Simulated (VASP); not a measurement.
# Al16BN15 (a cell with a defect) in VASP: further runs, part 2 of 2

VASP 6.6.1.

### Step 3. Single point, PBE0, collinear spin

The input, POSCAR:

```
Al16BN15
1.0
    6.2595139128      0.0000000578      0.0000000000
   -3.1297570064      5.4208980350      0.0000000000
    0.0000000000      0.0000000000     10.0348065929
Al N B
16 15 1
Direct
    0.3333333333      0.1666666667      0.2496176900
    0.1666666667      0.3333333333      0.4996176900
    0.3333333333      0.1666666667      0.7496176900
    0.1666666667      0.3333333333      0.9996176900
    0.3333333333      0.6666666667      0.2496176900
    0.1666666667      0.8333333333      0.4996176900
    0.3333333333      0.6666666667      0.7496176900
    0.1666666667      0.8333333333      0.9996176900
    0.8333333333      0.1666666667      0.2496176900
    0.6666666667      0.3333333333      0.4996176900
    0.8333333333      0.1666666667      0.7496176900
    0.6666666667      0.3333333333      0.9996176900
    0.8333333333      0.6666666667      0.2496176900
    0.6666666667      0.8333333333      0.4996176900
    0.8333333333      0.6666666667      0.7496176900
    0.6666666667      0.8333333333      0.9996176900
    0.3333333333      0.1666666667      0.4403823100
    0.1666666667      0.3333333333      0.1903823100
    0.3333333333      0.1666666667      0.9403823100
    0.1666666667      0.3333333333      0.6903823100
    0.3333333333      0.6666666667      0.4403823100
    0.1666666667      0.8333333333      0.1903823100
    0.3333333333      0.6666666667      0.9403823100
    0.1666666667      0.8333333333      0.6903823100
    0.8333333333      0.1666666667      0.4403823100
    0.6666666667      0.3333333333      0.1903823100
    0.8333333333      0.1666666667      0.9403823100
    0.6666666667      0.3333333333      0.6903823100
    0.6666666667      0.8333333333      0.1903823100
    0.8333333333      0.6666666667      0.9403823100
    0.6666666667      0.8333333333      0.6903823100
    0.8333333333      0.6666666667      0.4403823100
```

The input, INCAR.step1:

```
SYSTEM = Al16BN15
ALGO = Normal ; EDIFF = 1E-5
ENCUT = 520 ; GGA = PE
GGA_COMPAT = .FALSE. ; ISIF = 2
ISMEAR = -1 ; ISPIN = 2
ISYM = -1 ; LASPH = .TRUE.
LCHARG = .FALSE. ; LORBIT = 11
LREAL = Auto ; LWAVE = .TRUE.
MAGMOM = 0 0 0 0 0 0.02 0 0 0 0.02 0 0 0.01 0.03 0 0 0 0 0 0 0.06 0 0 0.02 0.06 0 0 0.02 0.03 0 0 0.29 ; NBANDS = 89
NELECT = 127.0 ; NELM = 200
NUPDOWN = 1.0 ; PREC = Accurate
SIGMA = 0.01
```

The input, INCAR.step2:

```
SYSTEM = Al16BN15
AEXX = 0.25 ; ALGO = Normal
EDIFF = 1E-6 ; ENCUT = 520
GGA = PE ; GGA_COMPAT = .FALSE.
ISIF = 2 ; ISMEAR = -1
ISPIN = 2 ; ISTART = 1
ISYM = -1 ; LASPH = .TRUE.
LCHARG = .FALSE. ; LHFCALC = .TRUE.
LORBIT = 11 ; LREAL = Auto
LWAVE = .FALSE. ; MAGMOM = 0 0 0 0 0 0.02 0 0 0 0.02 0 0 0.01 0.03 0 0 0 0 0 0 0.06 0 0 0.02 0.06 0 0 0.02 0.03 0 0 0.29
NBANDS = 89 ; NELECT = 127.0
NELM = 200 ; NUPDOWN = 1.0
PREC = Accurate ; PRECFOCK = Fast
SIGMA = 0.01
```

The input, KPOINTS:

```
explicit points
1
Reciprocal
  0.25000000   0.25000000   0.25000000 1
```

Potentials or basis: VASP PAW PBE potentials, release 64 (Al, N, B).

Command:

```bash
> cat potpaw_PBE.64/Al/POTCAR potpaw_PBE.64/N/POTCAR potpaw_PBE.64/B/POTCAR > POTCAR
> cp INCAR.step1 INCAR
> mpirun -np 1 vasp_std > vasp.out
> cp INCAR.step2 INCAR
> mpirun -np 1 vasp_std > vasp.out
```

Run time: 19 min. Hardware: 1 thread of Intel Xeon 6975P-C (Granite Rapids), shared host; peak memory 0.66 GiB.

The run converged. Its results:

- Free energy: -280.5893 eV
- Largest force: 1.720 eV/Å
- Net moment: 1.00 μB per cell
- Site moments: Al +0.00, -0.00, +0.03, +0.08 (each value once); N -0.00, +0.00, +0.06, +0.01, +0.02 (each value once); B +0.31 μB
- Valence electrons inside the program's atomic spheres: Al 0.88, 0.95, 0.89, 0.96, 0.93 (each value once); N 3.85, 3.86 (each value once); B 2.25

Forces on the atoms (eV/Å):
```
Al   0.033 -0.019  0.929
Al   0.599 -0.338 -0.224
Al   0.086 -0.053 -0.273
Al   0.113 -0.059  0.307
Al  -0.269  0.196  0.531
Al   0.712  1.508  0.245
Al  -0.107  0.348 -0.162
Al   0.200 -0.051  0.483
Al  -0.305  0.141  0.529
Al  -0.956 -1.366  0.234
Al  -0.350 -0.082 -0.170
Al   0.143 -0.148  0.484
Al   0.362 -0.211 -0.777
Al  -0.740  0.423  1.260
Al  -0.166  0.101 -1.102
Al   0.075 -0.042  0.328
N   -0.148  0.086 -0.088
N    0.155 -0.087 -0.478
N   -0.297  0.173 -0.187
N    0.125 -0.084  0.219
N   -0.225  0.086 -0.181
N    0.716  0.098 -1.561
N   -0.149 -0.041 -0.127
N    0.771  0.022  1.020
N   -0.187  0.143 -0.199
N    0.274 -0.660 -1.561
N   -0.064  0.140 -0.116
N    0.374 -0.678  1.024
N   -0.198  0.109 -0.958
N   -0.216  0.123 -0.148
N   -0.433  0.267  1.015
B    0.073 -0.047 -0.292
```

Caveat: the cell carries a net charge on a neutralising background, which shifts energy and pressure; the cell is charged against a uniform background, so pressure and absolute levels hang on convention; the PAW data sets were made with another functional, which shifts forces and pressure a little; the total moment is fixed, so each spin has its own Fermi level and the state may be an excited one.

### Step 4. Single point, PBE0, collinear spin

POSCAR is that of step 3.

The input, INCAR.step1:

```
ALGO = Normal
EDIFF = 1E-5
ENCUT = 520
GGA = PE
GGA_COMPAT = False
ISIF = 2
ISMEAR = -1
ISPIN = 2
ISYM = -1
LASPH = True
LCHARG = False
LORBIT = 11
LREAL = Auto
LWAVE = True
MAGMOM = 0 0 0 0 0 0.02 0 0 0 0.02 0 0 0.05 0.05 0 0 -0.01 0 0 0 0.08 0.05 0.01 0.05 0.08 0.04 0.01 0.05 0.06 0 0.06 0.6
NBANDS = 89
NELM = 200
NUPDOWN = 2.0
PREC = Accurate
SIGMA = 0.01
```

The input, INCAR.step2:

```
AEXX = 0.25
ALGO = Normal
EDIFF = 1E-6
ENCUT = 520
GGA = PE
GGA_COMPAT = False
ISIF = 2
ISMEAR = -1
ISPIN = 2
ISTART = 1
ISYM = -1
LASPH = True
LCHARG = False
LHFCALC = True
LORBIT = 11
LREAL = Auto
LWAVE = False
MAGMOM = 0 0 0 0 0 0.02 0 0 0 0.02 0 0 0.05 0.05 0 0 -0.01 0 0 0 0.08 0.05 0.01 0.05 0.08 0.04 0.01 0.05 0.06 0 0.06 0.6
NBANDS = 89
NELM = 200
NUPDOWN = 2.0
PREC = Accurate
PRECFOCK = Fast
SIGMA = 0.01
```

KPOINTS is that of step 3.

Command:

```bash
> cat potpaw_PBE.64/Al/POTCAR potpaw_PBE.64/N/POTCAR potpaw_PBE.64/B/POTCAR > POTCAR
> cp INCAR.step1 INCAR
> mpirun -np 1 vasp_std > vasp.out
> cp INCAR.step2 INCAR
> mpirun -np 1 vasp_std > vasp.out
```

Run time: 3.6 min. Hardware: 1 thread of Intel Xeon 6975P-C (Granite Rapids), shared host; peak memory 0.66 GiB.

The run converged. Its results:

| Item | Value |
| --- | --- |
| Free energy | -287.8363 eV |
| Pressure | -1.0 GPa |
| Largest force | 3.284 eV/Å |
| Net moment | 2.00 μB per cell |
| Site moments | Al -0.00, +0.00, +0.02, +0.08, +0.09 (each value once); N -0.01, -0.00, +0.00, +0.07, +0.04, +0.01, +0.05 (each value once); B +0.64 μB |
| Valence electrons inside the program's atomic spheres | Al 0.87, 0.95, 0.92, 0.91 (each value once); N 3.85, 3.84 (each value once); B 2.20 |

Forces in eV/Å, atoms in the order of the input:
```
Al  -0.159  0.117  0.641
Al   0.532 -0.307  0.022
Al  -0.194  0.088 -0.005
Al   0.136 -0.079  0.169
Al  -0.165 -0.015  0.236
Al   2.245  2.285  0.674
Al  -0.202 -0.030  0.078
Al   0.101 -0.075  0.082
Al  -0.081  0.154  0.226
Al  -0.846 -3.113  0.614
Al  -0.046  0.171  0.080
Al   0.125 -0.060  0.119
Al  -0.069 -0.010 -3.008
Al  -2.527  1.472  1.181
Al  -0.060  0.053  0.028
Al   0.157 -0.097  0.051
N   -0.125  0.076 -0.104
N    0.144 -0.083 -0.232
N   -0.192  0.112 -0.127
N    0.133 -0.080 -0.025
N   -0.185  0.050 -0.211
N    0.339 -0.127 -0.359
N   -0.145  0.131 -0.118
N    0.329 -0.125  0.213
N   -0.133  0.128 -0.203
N    0.240 -0.252 -0.403
N   -0.200  0.078 -0.111
N    0.294 -0.177  0.206
N    0.130 -0.043 -0.110
N   -0.211  0.120 -0.122
N    0.189 -0.128 -0.037
B    0.443 -0.234  0.557
```

Stress tensor (GPa, compression positive):
```
-0.33 -2.44 -0.16
-2.44 -3.12  0.39
-0.16  0.39  0.35
```

Caveat: the PAW data sets were made with another functional, which shifts forces and pressure a little; the total moment is fixed, so each spin has its own Fermi level and the state may be an excited one.

### Step 5. Single point, PBE0

POSCAR is that of step 4.

The input, INCAR.step1:

```
PREC = Accurate
ENCUT = 520
EDIFF = 1E-5
ISMEAR = -1
SIGMA = 0.01
LREAL = Auto
LASPH = T
NELM = 80
ALGO = Normal
ISIF = 2
LWAVE = T
NBANDS = 85
GGA = PE
NELECT = 128.0
```

The input, INCAR.step2:

```
PREC = Accurate
ENCUT = 520
EDIFF = 1E-7
ISMEAR = -1
SIGMA = 0.01
LREAL = Auto
LASPH = T
NELM = 80
ALGO = Normal
ISIF = 2
LWAVE = F
LCHARG = T
GGA = PE
LHFCALC = T
AEXX = 0.25
PRECFOCK = Fast
LELF = T
LVHAR = T
NBANDS = 85
ISTART = 1
NELECT = 128.0
```

The input, KPOINTS:

```
Automatic mesh
0
Gamma
  1 1 1
  0.25 0.25 0.25
```

Command:

```bash
> cat potpaw_PBE.64/Al/POTCAR potpaw_PBE.64/N/POTCAR potpaw_PBE.64/B/POTCAR > POTCAR
> cp INCAR.step1 INCAR
> mpirun -np 1 vasp_std > vasp.out
> cp INCAR.step2 INCAR
> mpirun -np 1 vasp_std > vasp.out
```

Run time: 56 min. Hardware: 1 thread of Intel Xeon 8259CL, shared host; peak memory 0.58 GiB.

The run converged. Its results:

- Free energy: -270.3412 eV
- Largest force: 2.443 eV/Å

Forces in eV/Å, atoms in the order of the input:
```
Al   0.182 -0.105  1.456
Al   0.000  0.000 -0.790
Al   0.383 -0.221 -0.587
Al   0.000  0.000  0.494
Al   0.000  0.210  1.456
Al  -0.358 -0.207 -0.607
Al   0.000  0.442 -0.587
Al   0.114  0.066  0.679
Al  -0.182 -0.105  1.456
Al   0.000  0.414 -0.607
Al  -0.383 -0.221 -0.587
Al   0.000 -0.132  0.679
Al   0.000  0.000  1.385
Al   0.358 -0.207 -0.607
Al   0.000  0.000 -2.063
Al  -0.114  0.066  0.679
N    0.135 -0.078 -0.067
N    0.000  0.000 -0.972
N   -0.212  0.123 -0.153
N    0.000  0.000  0.714
N    0.000  0.156 -0.067
N    0.684  0.395 -2.312
N    0.000 -0.245 -0.153
N    0.817  0.471  1.991
N   -0.135 -0.078 -0.067
N    0.000 -0.790 -2.312
N    0.212  0.123 -0.153
N    0.000 -0.943  1.991
N   -0.684  0.395 -2.312
N    0.000  0.000 -0.146
N   -0.817  0.471  1.991
B    0.000  0.000  0.178
```

Levels at points of the mesh, in eV from the Fermi level:
| k point | band 61 | band 62 | band 63 | band 64 | band 65 | band 66 | band 67 | band 68 |
| --- | --- | --- | --- | --- | --- | --- | --- | --- |
| (0.25, 0.25, 0.25) | -3.87 | -0.86 | -0.45 | -0.25 | 3.76 | 4.37 | 4.45 | 4.55 |

Caveat: the k points lie up to 1.16 Å⁻¹ apart, too coarse for converged energies, forces and pressures; the cell carries a net charge on a neutralising background, which shifts energy and pressure; the cell is charged against a uniform background, so pressure and absolute levels hang on convention; the PAW data sets were made with another functional, which shifts forces and pressure a little.
